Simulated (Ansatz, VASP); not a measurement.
# Te2Mo: VASP beside Ansatz

```
Te Mo
1.0
     3.51820    0.00000    0.00000
    -1.75910    3.04685    0.00000
     0.00000    0.00000   13.97360
Te Mo
4 2
Direct
  0.33333 0.66667 0.62100
  0.66667 0.33333 0.12100
  0.33333 0.66667 0.87900
  0.66667 0.33333 0.37900
  0.33333 0.66667 0.25000
  0.66667 0.33333 0.75000
```

Alike in both runs: task single point; functional PBEsol; k mesh 6 × 6 × 2; occupations gaussian, width 0.05 eV; collinear spin.

|  | VASP | Ansatz |
| --- | --- | --- |
| version | VASP 6.6.1 | Ansatz 0.2.0 |
| potentials or method | VASP PAW PBE potentials, release 64 (Te, Mo_sv), cutoff 500 eV | scalar-relativistic, plane waves, PAW |
| valence electrons in the cell | 52 | 92 |

```tsv
	VASP	Ansatz	Ansatz less VASP
gap on the k mesh at the Fermi level (eV)	0.80	0.80	+0.004
least direct gap on the mesh (eV)	1.03	1.04	+0.001
pressure (GPa)	-1.0	-1.1	-0.11
traceless stress, the component that is largest in VASP (GPa)	0.47	0.40	-0.070
rms of the force components (eV/Å)	0.027	0.041	+0.0140
```

VASP's potentials were made for PBE, not for PBEsol. Atom by atom the forces differ by 0.014 eV/Å (rms over components). VASP's potentials hold 52 valence electrons a cell and Ansatz's 92, so a difference there can come from the potentials and not from the codes. Ansatz's warnings: seeded moment not kept, stress scf threshold loose.

Neither program's run includes spin-orbit coupling.
